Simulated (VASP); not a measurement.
# Cr: single point with BLYP

The system is Cr.

```
Cr
1.0
     2.48276    0.00000    0.00000
    -1.24138    2.15013    0.00000
     0.00000    0.00000    8.84675
Cr
4
Direct
  0.00000 0.00000 0.00000
  0.00000 0.00000 0.50000
  0.33333 0.66667 0.25000
  0.66667 0.33333 0.75000
```

This cell differs from its parent crystal: volume scaled by 0.96.

| Quantity | Value |
| --- | --- |
| Program | VASP 6.6.1 |
| Task | single point |
| Functional | BLYP |
| Potentials or basis | VASP PAW PBE potentials, release 64 (Cr_pv) |
| Cutoff | 520 eV |
| k mesh | 16 × 16 × 4 |
| Occupations | fermi-dirac, width 0.05 eV |
| Spin | collinear spin, ferromagnetic start |
| Starting moments | [1.5, 1.5, 1.5, 1.5] μB |
| Dipole correction | no |
| Further INCAR settings | ALGO = Normal; EDIFF = 1e-07; NBANDS = 36 |

The pressure is 9.4 GPa and the band gap on the k mesh is zero (filled and empty bands overlap). The net moment is 0.00 μB per cell and the valence electrons inside the program's atomic spheres are Cr 11.06, 11.05.

Stress tensor (GPa, compression positive):
```
9.78 0.00 0.00
0.00 9.78 0.00
0.00 0.00 8.69
```

Levels at points of the mesh, in eV from the Fermi level:
Spin up:
```csv
k point,band 21,band 22,band 23,band 24,band 25,band 26,band 27,band 28
"(0.00, 0.00, 0.00)",-0.47,-0.38,-0.38,-0.23,-0.23,-0.13,-0.13,0.08
"(0.50, 0.00, 0.00)",-0.67,-0.33,-0.19,0.92,0.92,2.02,2.23,2.29
"(0.00, 0.00, 0.50)",-0.40,-0.40,-0.40,-0.40,-0.22,-0.22,-0.22,-0.22
"(0.50, 0.00, 0.50)",0.12,0.12,0.23,0.23,0.68,0.68,1.85,1.85
```
Spin down:
```
           k point  band 20  band 21  band 22  band 23  band 24  band 25  band 26  band 27  band 28  band 29
(0.00, 0.00, 0.00)    -0.47    -0.47    -0.38    -0.38    -0.23    -0.23    -0.13    -0.13     0.08     1.16
(0.50, 0.00, 0.00)    -1.50    -0.67    -0.33    -0.19     0.92     0.92     2.02     2.23     2.29     2.52
(0.00, 0.00, 0.50)    -0.92    -0.40    -0.40    -0.40    -0.40    -0.22    -0.22    -0.22    -0.22     1.32
(0.50, 0.00, 0.50)    -1.63     0.12     0.12     0.23     0.23     0.68     0.68     1.85     1.85     2.81
```

Wall time 8.2 min on 1 thread of AMD EPYC 7R13, on a shared host, peak memory 0.28 GiB.

Caveat: the starting moments collapsed, and a magnetic state may lie lower; the PAW data sets were made with another functional, which shifts forces and pressure a little.
